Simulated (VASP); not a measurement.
Here is a VASP 6.6.1 calculation.

Contents of INCAR:

```
PREC = Accurate
ENCUT = 520
EDIFF = 1E-6
ISMEAR = -1
SIGMA = 0.1
LREAL = False
LASPH = True
NELM = 80
ALGO = Normal
ISIF = 2
LWAVE = False
LCHARG = False
GGA = PE
NBANDS = 12
```

The input KPOINTS:

```
regular mesh
0
Gamma
  17 17 17
```

The input POSCAR:

```
Zn
1.0
    0.0000000000      1.9144015464      1.9144015464
    1.9144015464      0.0000000000      1.9144015464
    1.9144015464      1.9144015464      0.0000000000
Zn
1
Direct
    0.0000000000      0.0000000000      0.0000000000
```

Potentials or basis: VASP PAW PBE potentials, release 64 (Zn).

The run is started by

```bash
$ cat potpaw_PBE.64/Zn/POTCAR > POTCAR
$ mpirun -np 1 vasp_std > vasp.out
```

Task: Predict the band gap on the k mesh.

Result: Zero (band 6 reaches 5.00 eV, above the bottom of band 7 at 2.53 eV).

Task: Estimate the pressure.

Result: 7.2 GPa.
